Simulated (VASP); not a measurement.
Input of a VASP 6.6.1 run:

Contents of INCAR:

```
SYSTEM = MgCd3
  PREC = Accurate
  ENCUT = 520
  EDIFF = 1E-6
  ISMEAR = 0
  SIGMA = 0.15
  LREAL = .FALSE.
  LASPH = .TRUE.
  NELM = 60
  ALGO = Normal
  ISIF = 2
  LWAVE = .FALSE.
  LCHARG = .FALSE.
  GGA = CA
  NBANDS = 27
```

KPOINTS

```
regular mesh
0
G
  5 5 5
  0 0 0
```

The input POSCAR:

```
MgCd3
1.0
    4.4670436931      0.0000000000      0.0000000000
    0.0000000000      4.4670436931      0.0000000000
    0.0000000000      0.0000000000      4.4670436931
Mg Cd
1 3
Direct
    0.0000000000      0.0000000000      0.0000000000
    0.5000000000      0.5000000000      0.0000000000
    0.5000000000      0.0000000000      0.5000000000
    0.0000000000      0.5000000000      0.5000000000
```

Potentials or basis: VASP PAW LDA potentials, release 64 (Mg, Cd).

The run is started by

```sh
$ cat potpaw_LDA.64/Mg/POTCAR potpaw_LDA.64/Cd/POTCAR > POTCAR
$ mpirun -np 1 vasp_std > vasp.out
```

Problem. Estimate the band gap on the k mesh.

Solution. Zero (band 19 reaches 3.49 eV, above the bottom of band 20 at 1.59 eV).

Problem. What does it give for the pressure?

Solution. -5.6 GPa.
